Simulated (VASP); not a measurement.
A run of VASP 6.6.1 is set up as follows.

File INCAR:

```
SYSTEM = VWC2
  PREC = Accurate
  ENCUT = 520
  EDIFF = 1E-6
  ISMEAR = -1
  SIGMA = 0.05
  LREAL = .False.
  LASPH = .True.
  NELM = 150
  ALGO = Normal
  ISIF = 2
  LWAVE = .False.
  LCHARG = .False.
  ISPIN = 2
  MAGMOM = 0 2 0 0
  LORBIT = 11
  LMAXMIX = 4
  GGA = CA
  NBANDS = 30
```

Contents of KPOINTS:

```
Automatic mesh
0
Gamma
  10 10 10
  0 0 0
```

File POSCAR:

```
VWC2
1.0
    1.5370044730      0.8873899462      4.9988202859
   -1.5370044730      0.8873899462      4.9988202859
    0.0000000000     -1.7747798924      4.9988202859
W V C
1 1 2
Direct
    0.0000000000      0.0000000000      0.0000000000
    0.5000000000      0.5000000000      0.5000000000
    0.2464940000      0.2464940000      0.2464940000
    0.7535060000      0.7535060000      0.7535060000
```

Potentials or basis: VASP PAW LDA potentials, release 64 (W_sv, V_sv, C).

The run is started by

```sh
$ cat potpaw_LDA.64/W_sv/POTCAR potpaw_LDA.64/V_sv/POTCAR potpaw_LDA.64/C/POTCAR > POTCAR
$ mpirun -np 1 vasp_std > vasp.out
```

Question: Predict the pressure.

Answer: -26.5 GPa.

Question: What does it give for the net moment?

Answer: 0.00 μB per cell.

Question: What does it give for the largest force?

Answer: 0.259 eV/Å.

Forces in eV/Å, atoms in the order of the input:
```
W    0.000  0.000  0.000
V    0.000  0.000  0.000
C    0.000  0.000  0.259
C    0.000  0.000 -0.259
```

Caveat: the cell stands under tension; the moments typed at the start vanished in this run.
